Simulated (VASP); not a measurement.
# MoS2 (P6_3/mmc) in VASP: single point with PBE

Aim: the single point of MoS2 with PBE.

All numbers are computed with VASP 6.6.1; they aren't measurements. Logs are shortened: lines on timing, memory, paths and dates and some standing lists are left out, and cuts for length are marked.

## Step 1: The cell of the first run

The structure is hexagonal, space group P6_3/mmc (No. 194). Conventional cell: a = 3.140 Å, b = 3.140 Å, c = 12.530 Å, α = 90.00°, β = 90.00°, γ = 120.00°. Mo (site symmetry -6m2) has 6 S at 2.40 Å and 6 Mo at 3.14 Å within 3.2 Å. S (site symmetry 3m) has 3 Mo at 2.40 Å and 7 S at 3.14 to 3.15 Å within 3.2 Å.

## Step 2: Single point, PBE, collinear spin

The input, INCAR:

```
PREC = Accurate ; ENCUT = 500
EDIFF = 1E-6 ; ISMEAR = -1
SIGMA = 0.01 ; LREAL = F
LASPH = T ; NELM = 200
ALGO = Normal ; ISIF = 2
LWAVE = F ; LCHARG = F
ISPIN = 2 ; MAGMOM = 2 2 0 0 0 0
LORBIT = 11 ; LMAXMIX = 4
GGA = PE ; NBANDS = 39
GGA_COMPAT = F
```

The input, KPOINTS:

```
regular mesh
0
Gamma
  12 12 3
```

The input, POSCAR:

```
MoS2
1.0
    3.1400000000      0.0000000000      0.0000000000
   -1.5700000000      2.7193197679      0.0000000000
    0.0000000000      0.0000000000     12.5300000000
Mo S
2 4
Direct
    0.3333333333      0.6666666667      0.2500000000
    0.6666666667      0.3333333333      0.7500000000
    0.3333333333      0.6666666667      0.6244605415
    0.6666666667      0.3333333333      0.1244605415
    0.3333333333      0.6666666667      0.8755394585
    0.6666666667      0.3333333333      0.3755394585
```

Potentials or basis: VASP PAW PBE potentials, release 64 (Mo_sv, S).

Run with:

```console
$ cat potpaw_PBE.64/Mo_sv/POTCAR potpaw_PBE.64/S/POTCAR > POTCAR
$ mpirun -np 1 vasp_std > vasp.out
```

OUTCAR:

```text
PREC = Accurate
   ENCUT = 500
   EDIFF = 1E-6
   ISMEAR = -1
   LREAL = F
   LASPH = T
   NELM = 200
   ISIF = 2
   ISPIN = 2
   LORBIT = 11
   GGA = PE

 ion  position               nearest neighbor table
   1  0.333  0.667  0.250-   4 2.40   6 2.40   4 2.40   6 2.40   4 2.40   6 2.40
   2  0.667  0.333  0.750-   3 2.40   5 2.40   3 2.40   5 2.40   3 2.40   5 2.40
   3  0.333  0.667  0.624-   2 2.40   2 2.40   2 2.40
   4  0.667  0.333  0.124-   1 2.40   1 2.40   1 2.40
   5  0.333  0.667  0.876-   2 2.40   2 2.40   2 2.40
   6  0.667  0.333  0.376-   1 2.40   1 2.40   1 2.40

  LATTYP: Found a hexagonal cell.
 ALAT       =     3.1400000000
 C/A-ratio  =     3.9904458599

  Lattice vectors:

 A1 = (   3.1400000000,   0.0000000000,   0.0000000000)
 A2 = (  -1.5700000000,   2.7193197679,   0.0000000000)
 A3 = (   0.0000000000,   0.0000000000,  12.5300000000)

Analysis of symmetry for initial positions (statically):
=====================================================================
 Subroutine PRICEL returns:
 Original cell was already a primitive cell.

 Routine SETGRP: Setting up the symmetry group for a
 hexagonal supercell.

 Subroutine GETGRP returns: Found 24 space group operations
 (whereof 12 operations were pure point group operations)
 out of a pool of 24 trial point group operations.

The static configuration has the point symmetry D_3d.
 The point group associated with its full space group is D_6h.

Analysis of symmetry for dynamics (positions and initial velocities):
=====================================================================
 Subroutine PRICEL returns:
 Original cell was already a primitive cell.

 Routine SETGRP: Setting up the symmetry group for a
 hexagonal supercell.

 Subroutine GETGRP returns: Found 24 space group operations
 (whereof 12 operations were pure point group operations)
 out of a pool of 24 trial point group operations.

The dynamic configuration has the point symmetry D_3d.
 The point group associated with its full space group is D_6h.

Analysis of structural, dynamic, and magnetic symmetry:
=====================================================================
 Subroutine PRICEL returns:
 Original cell was already a primitive cell.

 Routine SETGRP: Setting up the symmetry group for a
 hexagonal supercell.

 Subroutine GETGRP returns: Found 24 space group operations
 (whereof 12 operations were pure point group operations)
 out of a pool of 24 trial point group operations.

The overall configuration has the point symmetry D_3d.
 The point group associated with its full space group is D_6h.

 Subroutine INISYM returns: Found 24 space group operations
 (whereof 12 operations are pure point group operations),
 and found     1 'primitive' translations

----------------------------------------------------------------------------------------

                                     Primitive cell

  volume of cell :     106.9895

  direct lattice vectors                    reciprocal lattice vectors
     3.140000000  0.000000000  0.000000000     0.318471338  0.183869512  0.000000000
    -1.570000000  2.719319768  0.000000000     0.000000000  0.367739025  0.000000000
     0.000000000  0.000000000 12.530000000     0.000000000  0.000000000  0.079808460

  length of vectors
     3.140000000  3.140000000 12.530000000     0.367739025  0.367739025  0.079808460

  position of ions in fractional coordinates (direct lattice)
     0.333333333  0.666666667  0.250000000
     0.666666667  0.333333333  0.750000000
     0.333333333  0.666666667  0.624460541
     0.666666667  0.333333333  0.124460541
     0.333333333  0.666666667  0.875539459
     0.666666667  0.333333333  0.375539459

  ion indices of the primitive-cell ions
   primitive index   ion index
                 1           1
                 2           2
                 3           3
                 4           4
                 5           5
                 6           6

----------------------------------------------------------------------------------------

 KPOINTS: regular mesh
[... 30 lines left out ...]
  0.416667 -0.000000  0.000000      6.000000
[... 16 lines left out ...]
  0.250000 -0.000000  0.333333     12.000000
  0.333333 -0.000000  0.333333     12.000000
 [... further k-points ...]
   k-points           NKPTS =     38   k-points in BZ     NKDIM =     38   number of bands    NBANDS=     39
   number of dos      NEDOS =    301   number of ions     NIONS =      6
   total plane-waves  NPLWV =  55296
   dimension x,y,z NGX =    24 NGY =   24 NGZ =   96
   dimension x,y,z NGXF=    48 NGYF=   48 NGZF=  192
   ions per type =               2   4
   NGX,Y,Z   is equivalent  to a cutoff of  12.71, 12.71, 12.74 a.u.
   NGXF,Y,Z  is equivalent  to a cutoff of  25.41, 25.41, 25.47 a.u.
 SYSTEM =  unknown system
   PREC   = accura    normal or accurate (medium, high low for compatibility)
   ISTART =      0    job   : 0-new  1-cont  2-samecut
   ICHARG =      2    charge: 1-file 2-atom 10-const
   ISPIN  =      2    spin polarized calculation?
   LNONCOLLINEAR =      F non collinear calculations
   LSORBIT =      F    spin-orbit coupling
   LASPH  =      T    aspherical Exc in radial PAW
   ENCUT  =  500.0 eV  36.75 Ry    6.06 a.u.   5.72  5.72 22.85*2*pi/ulx,y,z
   NELM   =    200;   NELMIN=  2; NELMDL= -5     # of ELM steps
   EDIFF  = 0.1E-05   stopping-criterion for ELM
   LREAL  =      F    real-space projection
   EDIFFG = 0.1E-04   stopping-criterion for IOM
   NSW    =      0    number of steps for IOM
   IBRION =     -1    ionic relax: 0-MD 1-quasi-New 2-CG
   NFREE  =      0    steps in history (QN), initial steepest desc. (CG)
   ISIF   =      2    stress and relaxation
   ISYM   =      2    0-nonsym 1-usesym 2-fastsym
   POTIM  = 0.5000    time-step for ionic-motion
   TEBEG  =    0.0;   TEEND  =   0.0 temperature during run
   PSTRESS=    0.0 pullay stress
   NELECT =      52.0000    total number of electrons
   NUPDOWN=      -1.0000    fix difference up-down
   EMIN   =  10.00;   EMAX   =-10.00  energy-range for DOS
   EFERMI =   0.00;   METHOD = LEGACY
   ISMEAR =    -1;   SIGMA  =   0.01  broadening in eV -4-tet -1-fermi 0-gaus
   EFERMI_NEDOS =   21; number of points for ismear=-14 and -15
   IALGO  =     38    algorithm
   IMIX   =      4    mixing-type and parameters
     AMIX     =   0.40;   BMIX     =  1.00
     AMIX_MAG =   1.60;   BMIX_MAG =  1.00
  volume/ion in A,a.u.               =      17.83       120.33
  Fermi-wavevector in a.u.,A,eV,Ry     =   1.287149  2.432360 22.541500  1.656753
  Thomas-Fermi vector in A             =   2.419181
   LORBIT       =     11    0 simple, 1 ext, 2 COOP (PROOUT), +10 PAW based schemes
   GGA     = PE    functional components
   LHFCALC =     F    Hartree Fock is set to
   AEXX    =    0.0000 exact exchange contribution
   IVDW    =     0    specifies the selected vdW correction
   LEPSILON=     F    determine dielectric tensor
   LRPA    =     F    only Hartree local field effects (RPA)
 spin polarized calculation
  energy-cutoff  :      500.00
  volume of cell :      106.99
 maximum number of plane-waves:      2744
 NGX is ok and might be reduce to    24
   NGX = 11   NGY = 11   NGZ = 45

 number of electron      52.0000004 magnetization       0.0004543

 Free energy of the ion-electron system (eV)
  ---------------------------------------------------
  ext. energy  EPLUGINS =         0.00000000
  ---------------------------------------------------
  free energy    TOTEN  =       -43.60270739 eV

  energy without entropy =      -43.60270739  energy(sigma->0) =      -43.60270739

 E-fermi :   7.5919     XC(G=0): -10.7983

 val. band max:        7.3732308947   @ k =   0.0000   0.0000   0.0000
 cond. band min:       8.3787033247   @ k =   0.1667   0.1667   0.0000
 fundamental gap:      1.0054724299
 Fermi energy:         7.5918802414

 spin component 1

 k-point     1 :       0.0000    0.0000    0.0000
  band No.  band energies     occupation
      1     -53.9800      1.00000
      2     -53.9800      1.00000
      3     -28.1492      1.00000
      4     -28.1492      1.00000
      5     -27.8935      1.00000
      6     -27.8935      1.00000
[... 973 lines left out ...]
     37      15.2205      0.00000
     38      15.3422      0.00000

 [... further k-points ...]

 spin component 2

 k-point     1 :       0.0000    0.0000    0.0000
  band No.  band energies     occupation
      1     -53.9800      1.00000
      2     -53.9800      1.00000
      3     -28.1493      1.00000
      4     -28.1492      1.00000
      5     -27.8936      1.00000
      6     -27.8936      1.00000
[... 973 lines left out ...]
     37      15.2206      0.00000
     38      15.3423      0.00000

 [... further k-points ...]

 [bands above 38 left out]

------------------------ aborting loop because EDIFF is reached ----------------------------------------

  FORCE on cell =-STRESS in cart. coord.  units (eV):
  Direction    XX          YY          ZZ          XY          YZ          ZX
  --------------------------------------------------------------------------------------
  -------------------------------------------------------------------------------------
  Total        2.9164942      2.9164942      1.4026804      0.0000000      0.0000000     -0.0000000
  in kB       43.6747780     43.6747780     21.0052714      0.0000000      0.0000000     -0.0000000
  external PRESSURE =      36.1182758 kB  Pullay stress =       0.0000000 kB

 VOLUME and BASIS-vectors are now :
 -----------------------------------------------------------------------------
  energy-cutoff  :      500.00
  volume of cell :      106.99
      direct lattice vectors                 reciprocal lattice vectors
     3.140000000  0.000000000  0.000000000     0.318471338  0.183869512  0.000000000
    -1.570000000  2.719319768  0.000000000     0.000000000  0.367739025  0.000000000
     0.000000000  0.000000000 12.530000000     0.000000000  0.000000000  0.079808460

 POSITION                                       TOTAL-FORCE (eV/Angst)
 -----------------------------------------------------------------------------------
     -0.00000      1.81288      3.13250        -0.000000     -0.000000     -0.000000
      1.57000      0.90644      9.39750         0.000000      0.000000     -0.000000
     -0.00000      1.81288      7.82449         0.000000     -0.000000      0.012942
      1.57000      0.90644      1.55949         0.000000      0.000000      0.012942
     -0.00000      1.81288     10.97051         0.000000     -0.000000     -0.012942
      1.57000      0.90644      4.70551        -0.000000      0.000000     -0.012942
 -----------------------------------------------------------------------------------
    total drift:                               -0.000000      0.000000     -0.000000

  FREE ENERGIE OF THE ION-ELECTRON SYSTEM (eV)
  ---------------------------------------------------
  free  energy   TOTEN  =       -43.6027073888 eV

  energy  without entropy=      -43.6027073888  energy(sigma->0) =      -43.60270739

 total charge

# of ion       s       p       d       tot
------------------------------------------
    1        2.294   6.226   3.965  12.485
    2        2.294   6.226   3.965  12.485
    3        1.365   2.343   0.000   3.708
    4        1.365   2.343   0.000   3.708
    5        1.365   2.343   0.000   3.708
    6        1.365   2.343   0.000   3.708
--------------------------------------------------
tot         10.049  21.824   7.930  39.802

 magnetization (x)

# of ion       s       p       d       tot
------------------------------------------
    1       -0.000  -0.000  -0.000  -0.000
    2       -0.000  -0.000  -0.000  -0.000
    3       -0.000   0.000   0.000   0.000
    4       -0.000   0.000   0.000   0.000
    5       -0.000   0.000   0.000   0.000
    6       -0.000   0.000   0.000   0.000
--------------------------------------------------
tot         -0.000   0.000  -0.000  -0.000
```

Wall time 8.9 min (1 thread of AMD EPYC 7R13, shared host); peak memory 0.4 GiB.

What came out:

```yaml
Free_energy: -43.6027 eV
Pressure: 3.6 GPa
Largest_force: 0.013 eV/Å
Band_gap_on_the_k_mesh: 1.01 eV (least direct gap 1.77 eV)
Net_moment: 0.00 μB per cell
Valence_electrons_inside_the_program's_atomic_spheres: Mo 12.48; S 3.71
```

Forces on the atoms (eV/Å):
```
Mo   0.000  0.000  0.000
Mo   0.000  0.000  0.000
S    0.000  0.000  0.013
S    0.000  0.000  0.013
S    0.000  0.000 -0.013
S    0.000  0.000 -0.013
```

Levels at points of the mesh, in eV from the valence-band top:
Spin up:
| k point | band 23 | band 24 | band 25 | band 26 | band 27 | band 28 | band 29 | band 30 |
| --- | --- | --- | --- | --- | --- | --- | --- | --- |
| (0.00, 0.00, 0.00) | -1.93 | -1.27 | -1.12 | 0.00 | 2.31 | 2.31 | 2.34 | 2.34 |
| (0.50, 0.00, 0.00) | -1.50 | -1.33 | -1.26 | -1.18 | 1.85 | 1.89 | 2.22 | 2.49 |
Spin down:
| k point | band 24 | band 25 | band 26 | band 27 | band 28 | band 29 |
| --- | --- | --- | --- | --- | --- | --- |
| (0.00, 0.00, 0.00) | -1.27 | -1.12 | 0.00 | 2.31 | 2.31 | 2.34 |
| (0.50, 0.00, 0.00) | -1.33 | -1.26 | -1.18 | 1.85 | 1.89 | 2.22 |

Caveat: the cell stands under pressure; this functional lacks dispersion, which binds layers or chains, so the pressure and a relaxed spacing across them are unreliable.
